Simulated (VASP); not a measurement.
# RbBr (P1) in VASP: single point with r2SCAN

Aim: the single point of RbBr with r2SCAN.

Everything below comes from runs of VASP 6.6.1. Logs are shortened: lines on timing, memory, paths and dates and some standing lists are left out, and cuts for length are marked.

### Step 1. The cell of the first run

The typed cell holds 2 atoms: a = 5.459 Å, b = 5.459 Å, c = 5.459 Å, α = 60.00°, β = 60.00°, γ = 60.00°.

### Step 2. Single point, r2SCAN

Input file POSCAR:

```
RbBr
1.0
    0.0000000000      3.8599860000      3.8599860000
    3.8599860000      0.0000000000      3.8599860000
    3.8599860000      3.8599860000      0.0000000000
Rb Br
1 1
Direct
   -0.0013899014      0.0190013643     -0.0041523467
    0.2270367043      0.2790801573      0.2210522266
```

Input file INCAR.step1:

```
SYSTEM = RbBr
  ALGO = Normal
  EDIFF = 1E-4
  ENCUT = 520
  GGA = PE
  ISMEAR = -1
  LASPH = .TRUE.
  LCHARG = .FALSE.
  LREAL = .FALSE.
  LWAVE = .TRUE.
  NBANDS = 15
  NELM = 80
  PREC = Accurate
  SIGMA = 0.052
```

Input file INCAR.step2:

```
SYSTEM = RbBr
  ALGO = Normal
  EDIFF = 1E-7
  ENCUT = 520
  ISIF = 2
  ISMEAR = -1
  ISTART = 1
  LASPH = .TRUE.
  LCHARG = .FALSE.
  LMIXTAU = .TRUE.
  LREAL = .FALSE.
  LWAVE = .FALSE.
  METAGGA = R2SCAN
  NBANDS = 15
  NELM = 80
  PREC = Accurate
  SIGMA = 0.052
```

Input file KPOINTS:

```
k-points
0
G
  4 4 4
  0 0 0
```

Potentials or basis: VASP PAW PBE potentials, release 64 (Rb_sv, Br).

Run with:

```
$ cat potpaw_PBE.64/Rb_sv/POTCAR potpaw_PBE.64/Br/POTCAR > POTCAR
$ cp INCAR.step1 INCAR
$ mpirun -np 1 vasp_std > vasp.out
$ cp INCAR.step2 INCAR
$ mpirun -np 1 vasp_std > vasp.out
```

OUTCAR:

```text
SYSTEM = RbBr
   EDIFF = 1E-7
   ENCUT = 520
   ISIF = 2
   ISMEAR = -1
   ISTART = 1
   LASPH = .TRUE.
   LREAL = .FALSE.
   METAGGA = R2SCAN
   NELM = 80
   PREC = Accurate

 ion  position               nearest neighbor table
   1  0.999  0.019  0.996-   2 3.18   2 3.30   2 3.44   2 3.46
   2  0.227  0.279  0.221-   1 3.18   1 3.30   1 3.44   1 3.46

  LATTYP: Found a face centered cubic cell.
 ALAT       =     7.7199720000

  Lattice vectors:

 A1 = (   0.0000000000,   3.8599860000,   3.8599860000)
 A2 = (   3.8599860000,   0.0000000000,   3.8599860000)
 A3 = (   3.8599860000,   3.8599860000,   0.0000000000)

Analysis of symmetry for initial positions (statically):
=====================================================================
 Subroutine PRICEL returns:
 Original cell was already a primitive cell.

 Routine SETGRP: Setting up the symmetry group for a
 face centered cubic supercell.

 Subroutine GETGRP returns: Found  1 space group operations
 (whereof  1 operations were pure point group operations)
 out of a pool of 48 trial point group operations.

The static configuration has the point symmetry C_1 .

Analysis of symmetry for dynamics (positions and initial velocities):
=====================================================================
 Subroutine PRICEL returns:
 Original cell was already a primitive cell.

 Routine SETGRP: Setting up the symmetry group for a
 face centered cubic supercell.

 Subroutine GETGRP returns: Found  1 space group operations
 (whereof  1 operations were pure point group operations)
 out of a pool of 48 trial point group operations.

The dynamic configuration has the point symmetry C_1 .

 Subroutine INISYM returns: Found  1 space group operations
 (whereof  1 operations are pure point group operations),
 and found     1 'primitive' translations

----------------------------------------------------------------------------------------

                                     Primitive cell

  volume of cell :     115.0237

  direct lattice vectors                    reciprocal lattice vectors
     0.000000000  3.859986000  3.859986000    -0.129534149  0.129534149  0.129534149
     3.859986000  0.000000000  3.859986000     0.129534149 -0.129534149  0.129534149
     3.859986000  3.859986000  0.000000000     0.129534149  0.129534149 -0.129534149

  length of vectors
     5.458844552  5.458844552  5.458844552     0.224359727  0.224359727  0.224359727

  position of ions in fractional coordinates (direct lattice)
     0.998610099  0.019001364  0.995847653
     0.227036704  0.279080157  0.221052227

  ion indices of the primitive-cell ions
   primitive index   ion index
                 1           1
                 2           2

----------------------------------------------------------------------------------------

 KPOINTS: k-points

Automatic generation of k-mesh.
 Grid dimensions read from file:
 generate k-points for:    4    4    4

 Generating k-lattice:

  Cartesian coordinates                     Fractional coordinates (reciprocal lattice)
    -0.032383537  0.032383537  0.032383537     0.250000000  0.000000000  0.000000000
     0.032383537 -0.032383537  0.032383537     0.000000000  0.250000000  0.000000000
     0.032383537  0.032383537 -0.032383537     0.000000000  0.000000000  0.250000000

  Length of vectors
     0.056089932  0.056089932  0.056089932

  Shift w.r.t. Gamma in fractional coordinates (k-lattice)
     0.000000000  0.000000000  0.000000000

 Subroutine IBZKPT returns following result:
 ===========================================

 Found     36 irreducible k-points:

 Following reciprocal coordinates:
            Coordinates               Weight
  0.000000  0.000000  0.000000      1.000000
  0.250000  0.000000  0.000000      2.000000
  0.000000  0.250000  0.000000      2.000000
  0.000000  0.000000  0.250000      2.000000
  0.250000  0.250000  0.250000      2.000000
  0.500000  0.000000  0.000000      1.000000
[... 16 lines left out ...]
  0.250000  0.500000  0.500000      2.000000
  0.500000  0.000000  0.250000      2.000000
 [... further k-points ...]
   k-points           NKPTS =     36   k-points in BZ     NKDIM =     36   number of bands    NBANDS=     15
   number of dos      NEDOS =    301   number of ions     NIONS =      2
   total plane-waves  NPLWV =  74088
   dimension x,y,z NGX =    42 NGY =   42 NGZ =   42
   dimension x,y,z NGXF=    84 NGYF=   84 NGZF=   84
   ions per type =               1   1
   NGX,Y,Z   is equivalent  to a cutoff of  12.79, 12.79, 12.79 a.u.
   NGXF,Y,Z  is equivalent  to a cutoff of  25.58, 25.58, 25.58 a.u.
 SYSTEM =  RbBr
   PREC   = accura    normal or accurate (medium, high low for compatibility)
   ISTART =      1    job   : 0-new  1-cont  2-samecut
   ICHARG =      0    charge: 1-file 2-atom 10-const
   ISPIN  =      1    spin polarized calculation?
   LNONCOLLINEAR =      F non collinear calculations
   LSORBIT =      F    spin-orbit coupling
   LASPH  =      T    aspherical Exc in radial PAW
   ENCUT  =  520.0 eV  38.22 Ry    6.18 a.u.  10.15 10.15 10.15*2*pi/ulx,y,z
   NELM   =     80;   NELMIN=  2; NELMDL=  0     # of ELM steps
   EDIFF  = 0.1E-06   stopping-criterion for ELM
   LREAL  =      F    real-space projection
   EDIFFG = 0.1E-05   stopping-criterion for IOM
   NSW    =      0    number of steps for IOM
   IBRION =     -1    ionic relax: 0-MD 1-quasi-New 2-CG
   NFREE  =      0    steps in history (QN), initial steepest desc. (CG)
   ISIF   =      2    stress and relaxation
   ISYM   =      2    0-nonsym 1-usesym 2-fastsym
   POTIM  = 0.5000    time-step for ionic-motion
   TEBEG  =    0.0;   TEEND  =   0.0 temperature during run
   PSTRESS=    0.0 pullay stress
   NELECT =      16.0000    total number of electrons
   NUPDOWN=      -1.0000    fix difference up-down
   EMIN   =  10.00;   EMAX   =-10.00  energy-range for DOS
   EFERMI =   0.00;   METHOD = LEGACY
   ISMEAR =    -1;   SIGMA  =   0.05  broadening in eV -4-tet -1-fermi 0-gaus
   EFERMI_NEDOS =   21; number of points for ismear=-14 and -15
   IALGO  =     38    algorithm
   IMIX   =      4    mixing-type and parameters
     AMIX     =   0.40;   BMIX     =  1.00
     AMIX_MAG =   1.60;   BMIX_MAG =  1.00
  volume/ion in A,a.u.               =      57.51       388.11
  Fermi-wavevector in a.u.,A,eV,Ry     =   0.848241  1.602942  9.789559  0.719512
  Thomas-Fermi vector in A             =   1.963873
   LORBIT       =      0    0 simple, 1 ext, 2 COOP (PROOUT), +10 PAW based schemes
   METAGGA = R2SCAN    functional components
   LHFCALC =     F    Hartree Fock is set to
   AEXX    =    0.0000 exact exchange contribution
   IVDW    =     0    specifies the selected vdW correction
   LEPSILON=     F    determine dielectric tensor
   LRPA    =     F    only Hartree local field effects (RPA)
 non-spin polarized calculation
  energy-cutoff  :      520.00
  volume of cell :      115.02
 maximum number of plane-waves:      3138
 NGX is ok and might be reduce to    42
   NGX = 21   NGY = 21   NGZ = 21

 number of electron      16.0000000 magnetization

 Free energy of the ion-electron system (eV)
  ---------------------------------------------------
  ext. energy  EPLUGINS =         0.00000000
  ---------------------------------------------------
  free energy    TOTEN  =       -30.85164101 eV

  energy without entropy =      -30.85164101  energy(sigma->0) =      -30.85164101

 E-fermi :  -2.1579     XC(G=0):  -5.9763

 val. band max:       -3.4175401883   @ k =   0.5000   0.0000   0.5000
 cond. band min:       1.2259252987   @ k =   0.0000   0.0000   0.0000
 fundamental gap:      4.6434654870
 Fermi energy:        -2.1578571234

 k-point     1 :       0.0000    0.0000    0.0000
  band No.  band energies     occupation
      1     -28.7686      2.00000
      2     -15.7398      2.00000
      3     -12.3337      2.00000
      4     -12.3281      2.00000
      5     -12.3261      2.00000
      6      -3.5234      2.00000
      7      -3.5185      2.00000
      8      -3.4945      2.00000
      9       1.2259      0.00000
     10       5.4634      0.00000
     11       5.4914      0.00000
     12       6.1273      0.00000
     13       6.4193      0.00000
     14       6.7894      0.00000
     15       7.2905      0.00000

 k-point     2 :       0.2500    0.0000    0.0000
  band No.  band energies     occupation
      1     -28.7675      2.00000
      2     -15.7583      2.00000
      3     -12.3427      2.00000
      4     -12.3346      2.00000
      5     -12.3049      2.00000
      6      -3.6276      2.00000
      7      -3.5031      2.00000
      8      -3.4913      2.00000
      9       2.0440      0.00000
     10       5.0570      0.00000
     11       5.1728      0.00000
     12       5.3970      0.00000
     13       6.4503      0.00000
     14       6.9889      0.00000
     15       7.1029      0.00000

 k-point     3 :       0.0000    0.2500    0.0000
  band No.  band energies     occupation
      1     -28.7673      2.00000
      2     -15.7676      2.00000
      3     -12.3422      2.00000
      4     -12.3391      2.00000
      5     -12.2852      2.00000
      6      -3.6420      2.00000
      7      -3.4849      2.00000
      8      -3.4766      2.00000
      9       2.0254      0.00000
     10       5.0100      0.00000
     11       5.0965      0.00000
     12       5.3890      0.00000
     13       6.4405      0.00000
     14       6.9724      0.00000
     15       7.0094      0.00000
[... 343 lines left out ...]
 k-point    23 :       0.2500    0.5000    0.5000
  band No.  band energies     occupation
      1     -28.7656      2.00000
      2     -15.8078      2.00000
      3     -12.3635      2.00000
      4     -12.3533      2.00000
      5     -12.2157      2.00000
      6      -3.7091      2.00000
      7      -3.4946      2.00000
      8      -3.4294      2.00000
      9       3.0657      0.00000
     10       3.8644      0.00000
     11       4.9805      0.00000
     12       5.5219      0.00000
     13       6.6227      0.00000
     14       6.9678      0.00000
     15       7.3370      0.00000

 k-point    24 :       0.5000    0.0000    0.2500
  band No.  band energies     occupation
      1     -28.7659      2.00000
      2     -15.7881      2.00000
      3     -12.3664      2.00000
      4     -12.3512      2.00000
      5     -12.2492      2.00000
      6      -3.7179      2.00000
      7      -3.5045      2.00000
      8      -3.4460      2.00000
      9       3.1869      0.00000
     10       3.9445      0.00000
     11       5.1201      0.00000
     12       5.4469      0.00000
     13       6.8891      0.00000
     14       6.9390      0.00000
     15       7.1240      0.00000

 [... further k-points ...]
[... 5 lines left out ...]
  --------------------------------------------------------------------------------------
  -------------------------------------------------------------------------------------
  Total        0.1707322      0.0923278      0.1743917      0.1622258      0.1839644      0.4624939
  in kB        2.3781474      1.2860448      2.4291213      2.2596613      2.5624600      6.4421294
  external PRESSURE =       2.0311045 kB  Pullay stress =       0.0000000 kB

 VOLUME and BASIS-vectors are now :
 -----------------------------------------------------------------------------
  energy-cutoff  :      520.00
  volume of cell :      115.02
      direct lattice vectors                 reciprocal lattice vectors
     0.000000000  3.859986000  3.859986000    -0.129534149  0.129534149  0.129534149
     3.859986000  0.000000000  3.859986000     0.129534149 -0.129534149  0.129534149
     3.859986000  3.859986000  0.000000000     0.129534149  0.129534149 -0.129534149

 POSITION                                       TOTAL-FORCE (eV/Angst)
 -----------------------------------------------------------------------------------
      3.91730      7.69858      3.92797        -0.114074     -0.253157     -0.105075
      1.93050      1.72962      1.95360         0.114074      0.253157      0.105075
 -----------------------------------------------------------------------------------
    total drift:                               -0.000653     -0.000639     -0.000437

  FREE ENERGIE OF THE ION-ELECTRON SYSTEM (eV)
  ---------------------------------------------------
  free  energy   TOTEN  =       -30.8516410052 eV

  energy  without entropy=      -30.8516410051  energy(sigma->0) =      -30.85164101
```

Wall time 2.2 min (1 thread of Intel Xeon 6975P-C (Granite Rapids), shared host); peak memory 0.3 GiB.

What came out:

```
Free energy            : -30.8516 eV
Pressure               : 0.2 GPa
Largest force          : 0.297 eV/Å
Band gap on the k mesh : 4.64 eV (least direct gap 4.72 eV)
```

Forces in eV/Å, atoms in the order of the input:
```
Rb  -0.114 -0.253 -0.105
Br   0.114  0.253  0.105
```

Levels at points of the mesh, in eV from the valence-band top:
```csv
k point,band 5,band 6,band 7,band 8,band 9,band 10,band 11,band 12
"(0.00, 0.00, 0.00)",-8.91,-0.11,-0.10,-0.08,4.64,8.88,8.91,9.54
"(0.50, 0.00, 0.00)",-8.87,-0.29,-0.08,-0.05,6.93,7.07,8.36,8.70
"(0.00, 0.50, 0.00)",-8.83,-0.30,-0.06,-0.02,6.91,6.95,8.30,8.64
"(0.00, 0.00, 0.50)",-8.87,-0.29,-0.08,-0.05,6.93,7.08,8.38,8.70
"(0.50, 0.50, 0.50)",-8.81,-0.30,-0.03,-0.02,6.76,6.98,8.32,8.51
"(0.50, 0.50, 0.00)",-8.80,-0.39,-0.01,0.00,6.39,7.29,9.38,9.75
"(0.00, 0.50, 0.50)",-8.80,-0.39,-0.01,0.00,6.39,7.29,9.38,9.75
"(0.50, 0.00, 0.50)",-8.81,-0.39,-0.01,0.00,6.38,7.33,9.34,9.75
```

Caveat: the atoms stand as in a frame of molecular dynamics; the PAW data sets were made with another functional, which shifts forces and pressure a little. A k mesh can miss the band edges.
